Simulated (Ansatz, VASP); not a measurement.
## Two plane-wave programs on PbS

```
Pb S
1.0
     0.00000    2.96793    2.96793
     2.96793    0.00000    2.96793
     2.96793    2.96793    0.00000
Pb S
1 1
Direct
  0.00000 0.00000 0.00000
  0.50000 0.50000 0.50000
```

Alike in both runs: functional PBE; dispersion D3(BJ); k mesh 10 × 10 × 10; occupations gaussian, width 0.02 eV; no spin polarisation.

Ansatz relaxed the structure, and its values are those at the end. VASP's run is a single point on that final structure, the one shown.

|  | VASP | Ansatz |
| --- | --- | --- |
| version | VASP 6.6.1 | Ansatz 0.2.0 |
| potentials or method | VASP PAW PBE potentials, release 64 (Pb_d, S), cutoff 520 eV | scalar-relativistic, plane waves, PAW |
| valence electrons in the cell | 20 | 20 |

```tsv
	VASP	Ansatz	Ansatz less VASP
gap on the k mesh at the Fermi level (eV)	0.37	0.36	-0.007
least direct gap on the mesh (eV)	0.37	0.36	-0.007
pressure (GPa)	-0.1	0.0	+0.08
```

Ansatz's warnings: relaxed geometry near dispersion switch.

Neither program's run includes spin-orbit coupling.
